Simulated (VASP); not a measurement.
Input of a VASP 6.6.1 run:

POSCAR

```
Ir
1.0
    2.7513778946      0.0000000000      0.0000000000
   -1.3756889473      2.3827631521      0.0000000000
    0.0000000000      0.0000000000      4.4622900000
Ir
2
Direct
    0.3333333333      0.6666666667      0.2500000000
    0.6666666667      0.3333333333      0.7500000000
```

INCAR.step1

```
ALGO     = Normal         # electronic algorithm
EDIFF    = 1E-5           # SCF threshold, eV
ENCUT    = 420            # plane-wave cutoff, eV
GGA      = PE             # functional
GGA_COMPAT= F            
ISIF     = 2              # what is computed and relaxed
ISMEAR   = -1             # smearing method
LASPH    = T              # aspherical terms in the spheres
LCHARG   = F              # write CHGCAR
LREAL    = F              # projectors in reciprocal space
LWAVE    = T              # write WAVECAR
NBANDS   = 24             # bands
NELM     = 120            # most SCF steps
PREC     = Accurate       # precision mode
SIGMA    = 0.05           # smearing width, eV
```

Contents of INCAR.step2:

```
AEXX     = 0.25           # exact-exchange fraction
ALGO     = Normal         # electronic algorithm
EDIFF    = 1E-6           # SCF threshold, eV
ENCUT    = 420            # plane-wave cutoff, eV
GGA      = PE             # functional
GGA_COMPAT= F            
HFSCREEN = 0.3            # screening, 1/A
ISIF     = 2              # what is computed and relaxed
ISMEAR   = -1             # smearing method
ISTART   = 1            
LASPH    = T              # aspherical terms in the spheres
LCHARG   = F              # write CHGCAR
LHFCALC  = T              # exact exchange
LREAL    = F              # projectors in reciprocal space
LWAVE    = F              # write WAVECAR
NBANDS   = 24             # bands
NELM     = 120            # most SCF steps
PREC     = Accurate       # precision mode
PRECFOCK = Normal       
SIGMA    = 0.05           # smearing width, eV
```

Contents of KPOINTS:

```
k-points
0
Gamma
  6 6 3
```

Potentials or basis: VASP PAW PBE potentials, release 64 (Ir_sv_GW).

Run with:

```console
$ cat potpaw_PBE.64/Ir_sv_GW/POTCAR > POTCAR
$ cp INCAR.step1 INCAR
$ mpirun -np 1 vasp_std > vasp.out
$ cp INCAR.step2 INCAR
$ mpirun -np 1 vasp_std > vasp.out
```

(1) What does it give for the band gap on the k mesh?

(2) Estimate the pressure.

Answers

(1) zero (bands 17 and 18 overlap by 3.66 eV).

(2) -15.2 GPa.

Caveat: the k points lie up to 0.47 Å⁻¹ apart, too coarse for converged energies and pressures of a metal; the PAW data sets were made with another functional, which shifts forces and pressure a little; spin-orbit coupling is left out, which moves the levels of the heavy elements.
